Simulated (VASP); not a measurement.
A run of VASP 6.6.1 is set up as follows.

File INCAR:

```
  PREC = Accurate
  ENCUT = 520
  EDIFF = 1E-7
  ISMEAR = -1
  SIGMA = 0.05
  LREAL = False
  LASPH = True
  NELM = 80
  ALGO = Fast
  ISIF = 2
  LWAVE = False
  LCHARG = True
  LELF = True
  LVHAR = True
  NBANDS = 22
```

The input KPOINTS:

```
Automatic mesh
0
Gamma
  6 6 9
```

The input POSCAR:

```
Bi
1.0
    3.4885980000     -3.1325780000      0.0000000000
    3.4885980000      3.1325780000      0.0000000000
   -1.2602350000      0.0000000000      3.1135500000
Bi
2
Direct
    0.7530610000      0.7530610000      0.8573820000
    0.2469390000      0.2469390000      0.1426180000
```

Potentials or basis: VASP PAW LDA potentials, release 64 (Bi_d).

Run with:

```console
$ cat potpaw_LDA.64/Bi_d/POTCAR > POTCAR
$ mpirun -np 1 vasp_std > vasp.out
```

What does it give for the largest force?

0.084 eV/Å.

Predict the band gap on the k mesh.

zero (band 15 reaches 9.64 eV, above the bottom of band 16 at 4.82 eV).

Estimate the pressure.

-3.7 GPa.

Stress tensor (GPa, compression positive):
```
-3.57  0.00 -0.17
 0.00 -4.40  0.00
-0.17  0.00 -3.13
```

Caveat: spin-orbit coupling is left out, which moves the levels of the heavy elements.
